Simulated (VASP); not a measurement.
Runs of VASP 6.6.1 on As. The structure is that of space group P6_3/mmc (No. 194), or close to it. The cells are those of the table. This isn't the form of As at room conditions, which is rhombohedral.

| cell | k mesh | gap on the mesh (eV) | pressure (GPa) |
| --- | --- | --- | --- |
| a = 2.958, b = 2.958, c = 10.068 Å, angles 90.0, 90.0, 120.0°, 4 atoms | 16 × 16 × 4 | none | (a) |
| a = 3.035, b = 3.035, c = 10.330 Å, angles 90.0, 90.0, 120.0°, 4 atoms | 14 × 14 × 4 | none | -5.7 |
| a = 2.997, b = 2.997, c = 10.200 Å, angles 90.0, 90.0, 120.0°, 4 atoms | 14 × 14 × 4 | none | -3.3 |
| a = 2.958, b = 2.958, c = 10.068 Å, angles 90.0, 90.0, 120.0°, 4 atoms | 14 × 14 × 4 | none | (b) |
| a = 3.072, b = 3.072, c = 10.455 Å, angles 90.0, 90.0, 120.0°, 4 atoms | 14 × 14 × 4 | none | -7.7 |

Alike in all rows: task single point; level r2SCAN; potentials or basis VASP PAW PBE potentials, release 64 (As); no spin polarisation; cutoff (eV) 520; smearing fermi-dirac 0.1 eV.

Estimate the missing entries.

(a) -0.2; (b) -0.3.

Caveats: the PAW data sets were made with another functional, which shifts forces and pressure a little; the cell stands under tension (at least some runs).

A k mesh can miss the band edges, and the runs leave out spin-orbit coupling on As.

A gap of «none» marks levels without a gap at the run's occupations.
